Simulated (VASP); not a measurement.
Input of a VASP 6.6.1 run:

INCAR

```
PREC = Accurate
ENCUT = 520
EDIFF = 1E-7
ISMEAR = 0
SIGMA = 0.1
LREAL = F
LASPH = T
NELM = 80
ALGO = Normal
ISIF = 2
LWAVE = F
LCHARG = F
GGA = PE
NBANDS = 28
```

File KPOINTS:

```
Automatic mesh
0
Gamma
  4 4 2
```

Contents of POSCAR:

```
RbAs2
1.0
    6.6800514608     -2.0749076034      0.0000000000
    6.6800514608      2.0749076034      0.0000000000
    0.0000000000      0.0000000000     10.0266550353
Rb As
2 4
Direct
    0.2504836987      0.7495163013      0.7500000000
    0.7495163013      0.2504836987      0.2500000000
    0.9537613815      0.4539136070      0.7500000000
    0.5460863930      0.0462386185      0.7500000000
    0.0462386185      0.5460863930      0.2500000000
    0.4539136070      0.9537613815      0.2500000000
```

Potentials or basis: VASP PAW PBE potentials, release 64 (Rb_sv, As).

Launch:

```sh
$ cat potpaw_PBE.64/Rb_sv/POTCAR potpaw_PBE.64/As/POTCAR > POTCAR
$ mpirun -np 1 vasp_std > vasp.out
```

Problem. What does it give for the pressure?

Solution. 0.2 GPa.

Problem. Estimate the band gap on the k mesh.

Solution. Zero (bands 19 and 20 overlap by 1.54 eV).

Problem. Estimate the largest force.

Solution. 0.043 eV/Å.

Forces in eV/Å, atoms in the order of the input:
```
Rb   0.000  0.004  0.000
Rb   0.000 -0.004  0.000
As  -0.043 -0.002  0.000
As   0.043 -0.002  0.000
As   0.043  0.002  0.000
As  -0.043  0.002  0.000
```

Caveat: the k points lie up to 0.40 Å⁻¹ apart, too coarse for converged energies and pressures of a metal.
